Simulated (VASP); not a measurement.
# Nb3C (P6_3/mmc) in VASP: a series of runs, part 3 of 3

VASP 6.6.1. Earlier steps stand in the parts before.

## (6) Relaxation of cell and atoms, PBE

Contents of INCAR:

```
PREC     = Accurate       # precision mode
ENCUT    = 600            # plane-wave cutoff, eV
EDIFF    = 1E-6           # SCF threshold, eV
ISMEAR   = 0              # smearing method
SIGMA    = 0.1            # smearing width, eV
LREAL    = False          # projectors in reciprocal space
LASPH    = True           # aspherical terms in the spheres
NELM     = 80             # most SCF steps
ALGO     = Normal         # electronic algorithm
ISIF     = 3              # what is computed and relaxed
LWAVE    = False          # write WAVECAR
LCHARG   = False          # write CHGCAR
GGA      = PE             # functional
IBRION   = 2              # ionic algorithm
NSW      = 90             # ionic steps
EDIFFG   = -0.04          # ionic threshold
```

Contents of KPOINTS:

```
Automatic mesh
0
Gamma
  6 6 4
```

Contents of POSCAR:

```
Nb3C
1.0
    5.3224914124      0.0000000000      0.0000000000
   -2.6612457062      4.6094127746      0.0000000000
    0.0000000000      0.0000000000      4.8078724160
Nb C
6 2
Direct
    0.3357044993      0.1678522496      0.7500000000
    0.8321477504      0.6642955007      0.7500000000
    0.1678522496      0.8321477504      0.2500000000
    0.6642955007      0.8321477504      0.2500000000
    0.1678522496      0.3357044993      0.2500000000
    0.8321477504      0.1678522496      0.7500000000
    0.6666666667      0.3333333333      0.2500000000
    0.3333333333      0.6666666667      0.7500000000
```

Potentials or basis: VASP PAW PBE potentials, release 64 (Nb_sv, C).

The run is started by

```sh
$ cat potpaw_PBE.64/Nb_sv/POTCAR potpaw_PBE.64/C/POTCAR > POTCAR
$ mpirun -np 1 vasp_std > vasp.out
```

OUTCAR:

```text
PREC = Accurate
   ENCUT = 600
   EDIFF = 1E-6
   ISMEAR = 0
   LREAL = False
   LASPH = True
   NELM = 80
   ISIF = 3
   GGA = PE
   IBRION = 2
   NSW = 90
   EDIFFG = -0.04

 ion  position               nearest neighbor table
   1  0.336  0.168  0.750-   6 2.64   2 2.64   6 2.68   2 2.68   3 2.86   3 2.86   5 2.86   5 2.86

   2  0.832  0.664  0.750-   1 2.64   6 2.64   1 2.68   6 2.68   3 2.86   3 2.86   4 2.86   4 2.86

   3  0.168  0.832  0.250-   4 2.64   5 2.64   4 2.68   5 2.68   2 2.86   2 2.86   1 2.86   1 2.86

   4  0.664  0.832  0.250-   3 2.64   5 2.64   3 2.68   5 2.68   6 2.86   6 2.86   2 2.86   2 2.86

   5  0.168  0.336  0.250-   3 2.64   4 2.64   3 2.68   4 2.68   6 2.86   6 2.86   1 2.86   1 2.86

   6  0.832  0.168  0.750-   1 2.64   2 2.64   1 2.68   2 2.68   5 2.86   5 2.86   4 2.86   4 2.86

   7  0.667  0.333  0.250-
   8  0.333  0.667  0.750-

  LATTYP: Found a hexagonal cell.
 ALAT       =     5.3224914124
 C/A-ratio  =     0.9033123858

  Lattice vectors:

 A1 = (   5.3224914124,   0.0000000000,   0.0000000000)
 A2 = (  -2.6612457062,   4.6094127746,   0.0000000000)
 A3 = (   0.0000000000,   0.0000000000,   4.8078724160)

Analysis of symmetry for initial positions (statically):
=====================================================================
 Subroutine PRICEL returns:
 Original cell was already a primitive cell.

 Routine SETGRP: Setting up the symmetry group for a
 hexagonal supercell.

 Subroutine GETGRP returns: Found 24 space group operations
 (whereof 12 operations were pure point group operations)
 out of a pool of 24 trial point group operations.

The static configuration has the point symmetry D_3d.
 The point group associated with its full space group is D_6h.

Analysis of symmetry for dynamics (positions and initial velocities):
=====================================================================
 Subroutine PRICEL returns:
 Original cell was already a primitive cell.

 Routine SETGRP: Setting up the symmetry group for a
 hexagonal supercell.

 Subroutine GETGRP returns: Found 24 space group operations
 (whereof 12 operations were pure point group operations)
 out of a pool of 24 trial point group operations.

The dynamic configuration has the point symmetry D_3d.
 The point group associated with its full space group is D_6h.

 Subroutine INISYM returns: Found 24 space group operations
 (whereof 12 operations are pure point group operations),
 and found     1 'primitive' translations

----------------------------------------------------------------------------------------

                                     Primitive cell

  volume of cell :     117.9542

  direct lattice vectors                    reciprocal lattice vectors
     5.322491412  0.000000000  0.000000000     0.187881938  0.108473687  0.000000000
    -2.661245706  4.609412775  0.000000000     0.000000000  0.216947375  0.000000000
     0.000000000  0.000000000  4.807872416     0.000000000  0.000000000  0.207992208

  length of vectors
     5.322491412  5.322491412  4.807872416     0.216947375  0.216947375  0.207992208

[... 24 lines left out ...]

Automatic generation of k-mesh.
 Grid dimensions read from file:
 generate k-points for:    6    6    4

 Generating k-lattice:

  Cartesian coordinates                     Fractional coordinates (reciprocal lattice)
     0.031313656  0.018078948  0.000000000     0.166666667  0.000000000  0.000000000
     0.000000000  0.036157896  0.000000000     0.000000000  0.166666667  0.000000000
     0.000000000  0.000000000  0.051998052     0.000000000  0.000000000  0.250000000

  Length of vectors
     0.036157896  0.036157896  0.051998052

  Shift w.r.t. Gamma in fractional coordinates (k-lattice)
     0.000000000  0.000000000  0.000000000

 Subroutine IBZKPT returns following result:
 ===========================================

 Found     21 irreducible k-points:

 Following reciprocal coordinates:
            Coordinates               Weight
  0.000000  0.000000  0.000000      1.000000
  0.166667  0.000000  0.000000      6.000000
  0.333333  0.000000  0.000000      6.000000
  0.500000  0.000000  0.000000      3.000000
  0.166667  0.166667  0.000000      6.000000
  0.333333  0.166667  0.000000     12.000000
[... 13 lines left out ...]
  0.333333  0.166667  0.500000     12.000000
  0.333333  0.333333  0.500000      2.000000
   k-points           NKPTS =     21   k-points in BZ     NKDIM =     21   number of bands    NBANDS=     51
   number of dos      NEDOS =    301   number of ions     NIONS =      8
   total plane-waves  NPLWV =  92160
   dimension x,y,z NGX =    48 NGY =   48 NGZ =   40
   dimension x,y,z NGXF=    96 NGYF=   96 NGZF=   80
   ions per type =               6   2
   NGX,Y,Z   is equivalent  to a cutoff of  14.99, 14.99, 13.83 a.u.
   NGXF,Y,Z  is equivalent  to a cutoff of  29.99, 29.99, 27.66 a.u.
 SYSTEM =  unknown system
   PREC   = accura    normal or accurate (medium, high low for compatibility)
   ISTART =      0    job   : 0-new  1-cont  2-samecut
   ICHARG =      2    charge: 1-file 2-atom 10-const
   ISPIN  =      1    spin polarized calculation?
   LNONCOLLINEAR =      F non collinear calculations
   LSORBIT =      F    spin-orbit coupling
   LASPH  =      T    aspherical Exc in radial PAW
   ENCUT  =  600.0 eV  44.10 Ry    6.64 a.u.  10.63 10.63  9.60*2*pi/ulx,y,z
   NELM   =     80;   NELMIN=  2; NELMDL= -5     # of ELM steps
   EDIFF  = 0.1E-05   stopping-criterion for ELM
   LREAL  =      F    real-space projection
   EDIFFG = -.4E-01   stopping-criterion for IOM
   NSW    =     90    number of steps for IOM
   IBRION =      2    ionic relax: 0-MD 1-quasi-New 2-CG
   NFREE  =      1    steps in history (QN), initial steepest desc. (CG)
   ISIF   =      3    stress and relaxation
   ISYM   =      2    0-nonsym 1-usesym 2-fastsym
   POTIM  = 0.5000    time-step for ionic-motion
   TEBEG  =    0.0;   TEEND  =   0.0 temperature during run
   PSTRESS=    0.0 pullay stress
   NELECT =      86.0000    total number of electrons
   NUPDOWN=      -1.0000    fix difference up-down
   EMIN   =  10.00;   EMAX   =-10.00  energy-range for DOS
   EFERMI =   0.00;   METHOD = LEGACY
   ISMEAR =     0;   SIGMA  =   0.10  broadening in eV -4-tet -1-fermi 0-gaus
   EFERMI_NEDOS =   21; number of points for ismear=-14 and -15
   IALGO  =     38    algorithm
   IMIX   =      4    mixing-type and parameters
     AMIX     =   0.40;   BMIX     =  1.00
     AMIX_MAG =   1.60;   BMIX_MAG =  1.00
  volume/ion in A,a.u.               =      14.74        99.50
  Fermi-wavevector in a.u.,A,eV,Ry     =   1.473454  2.784424 29.539142  2.171066
  Thomas-Fermi vector in A             =   2.588345
   LORBIT       =      0    0 simple, 1 ext, 2 COOP (PROOUT), +10 PAW based schemes
   GGA     = PE    functional components
   LHFCALC =     F    Hartree Fock is set to
   AEXX    =    0.0000 exact exchange contribution
   IVDW    =     0    specifies the selected vdW correction
   LEPSILON=     F    determine dielectric tensor
   LRPA    =     F    only Hartree local field effects (RPA)
 conjugate gradient relaxation of ions
 non-spin polarized calculation
 Gauss-broadening in eV      SIGMA  =   0.10
  energy-cutoff  :      600.00
  volume of cell :      117.95
 maximum number of plane-waves:      3967
 NGX is ok and might be reduce to    48
   NGX = 21   NGY = 21   NGZ = 19

--------------------------------------- Ionic step        1  -------------------------------------------

 number of electron      85.9999998 magnetization

 Free energy of the ion-electron system (eV)
  ---------------------------------------------------
  ext. energy  EPLUGINS =         0.00000000
  ---------------------------------------------------
  free energy    TOTEN  =       -73.67128764 eV

  energy without entropy =      -73.64095182  energy(sigma->0) =      -73.65611973

------------------------ aborting loop because EDIFF is reached ----------------------------------------

  FORCE on cell =-STRESS in cart. coord.  units (eV):
  Direction    XX          YY          ZZ          XY          YZ          ZX
  --------------------------------------------------------------------------------------
  -------------------------------------------------------------------------------------
  Total        0.5103246      0.5103246     -1.9059424      0.0000000     -0.0000000      0.0000000
  in kB        6.9317613      6.9317613    -25.8884973      0.0000000     -0.0000000      0.0000000
  external PRESSURE =      -4.0083249 kB  Pullay stress =       0.0000000 kB
[... 155 lines left out ...]
--------------------------------------- Ionic step        5  -------------------------------------------

 number of electron      86.0000001 magnetization

 Free energy of the ion-electron system (eV)
  ---------------------------------------------------
  ext. energy  EPLUGINS =         0.00000000
  ---------------------------------------------------
  free energy    TOTEN  =       -73.68522363 eV

  energy without entropy =      -73.65733515  energy(sigma->0) =      -73.67127939

 E-fermi :  11.5827     XC(G=0): -12.6761

 val. band max:       11.5715368430   @ k =   0.0000   0.0000   0.0000
 cond. band min:      11.6088827954   @ k =   0.5000   0.0000   0.2500
 fundamental gap:      0.0373459524
 Fermi energy:        11.5826905727

 k-point     1 :       0.0000    0.0000    0.0000
  band No.  band energies     occupation
      1     -43.2130      2.00000
      2     -42.9801      2.00000
      3     -42.8199      2.00000
      4     -42.8199      2.00000
      5     -42.7094      2.00000
      6     -42.7094      2.00000
[... 1158 lines left out ...]
  FREE ENERGIE OF THE ION-ELECTRON SYSTEM (eV)
  ---------------------------------------------------
  free  energy   TOTEN  =       -73.6852236319 eV

  energy  without entropy=      -73.6573351534  energy(sigma->0) =      -73.67127939

 reached required accuracy - stopping structural energy minimisation
```

Wall time 14 min (1 thread of Intel Xeon Platinum 8259CL at 2.50GHz (Skylake/Cascade Lake), shared host); peak memory 0.37 GiB.

What came out:

* Free energy: -73.6852 eV
* Relaxed volume: 14.70 Å³/atom
* Relaxed cell: a = 5.347 Å, b = 5.347 Å, c = 4.751 Å, α = 90.00°, β = 90.00°, γ = 120.00°
* Space group after relaxing (to 0.1 Å): P6_3/mmc (No. 194)
* Energy gained by relaxing: 1.7 meV/atom
* Ionic steps: 5
* Pressure after relaxing: -0.1 GPa
* Largest force after relaxing: 0.013 eV/Å
* Band gap on the k mesh: zero (bands 43 and 44 overlap by 1.60 eV)

Forces in eV/Å, atoms in the order of the input:
```
Nb   0.012  0.007  0.000
Nb   0.000 -0.013  0.000
Nb   0.012 -0.007  0.000
Nb  -0.012 -0.007  0.000
Nb   0.000  0.013  0.000
Nb  -0.012  0.007  0.000
C    0.000  0.000  0.000
C    0.000  0.000  0.000
```

The path:
```
step  energy change (eV)  largest force (eV/Å)  pressure (GPa)  volume (Å³)
   1              0.0000                0.0078           -0.40       117.95
   2             -0.0130                0.0659            0.46       117.32
   3             -0.0130                0.0680            0.47       117.31
   4             -0.0129                0.0430           -0.64       117.95
   5             -0.0139                0.0134           -0.06       117.62
```

Final structure:
```
Nb C
1.0
     5.34664    0.00000    0.00000
    -2.67332    4.63033    0.00000
     0.00000    0.00000    4.75085
Nb C
6 2
Direct
  0.33596 0.16798 0.75000
  0.83202 0.66404 0.75000
  0.16798 0.83202 0.25000
  0.66404 0.83202 0.25000
  0.16798 0.33596 0.25000
  0.83202 0.16798 0.75000
  0.66667 0.33333 0.25000
  0.33333 0.66667 0.75000
```

## (7) Summary

```csv
task,cell,k mesh,cutoff (eV),gap on the mesh (eV),pressure (GPa),relaxed volume (Å³/atom),largest force (eV/Å)
single point,"a = 5.322, b = 5.322, c = 4.808 Å, angles 90.0, 90.0, 120.0°, 8 atoms, atomic positions A",3 × 3 × 4,520,none,-0.3,-,0.01
single point,"a = 6.301, b = 6.301, c = 4.759 Å, angles 90.0, 90.0, 120.0°, 8 atoms, atomic positions B",3 × 3 × 4,520,none,-30.1,-,0.43
single point,"a = 5.347, b = 5.347, c = 4.756 Å, angles 90.0, 90.0, 120.0°, 8 atoms, atomic positions A",6 × 6 × 4,520,none,-0.3,-,0.02
relaxation of cell and atoms,"relaxed from a = 6.301, b = 6.301, c = 4.759 Å, angles 90.0, 90.0, 120.0°, 8 atoms, atomic positions B",3 × 3 × 4,600,none,-0.1,14.73,-
relaxation of cell and atoms,"relaxed from a = 5.322, b = 5.322, c = 4.808 Å, angles 90.0, 90.0, 120.0°, 8 atoms, atomic positions A",6 × 6 × 4,600,none,-0.1,14.70,0.01
```

Alike in all rows: level PBE; potentials or basis VASP PAW PBE potentials, release 64 (Nb_sv, C); no spin polarisation; smearing gaussian 0.1 eV.

Caveats: some runs use coarse meshes; the volume moved by over 15 % at a fixed basis, so the end points are rough (at least some runs).

Absolute energies hang on the potentials; compare differences alone.
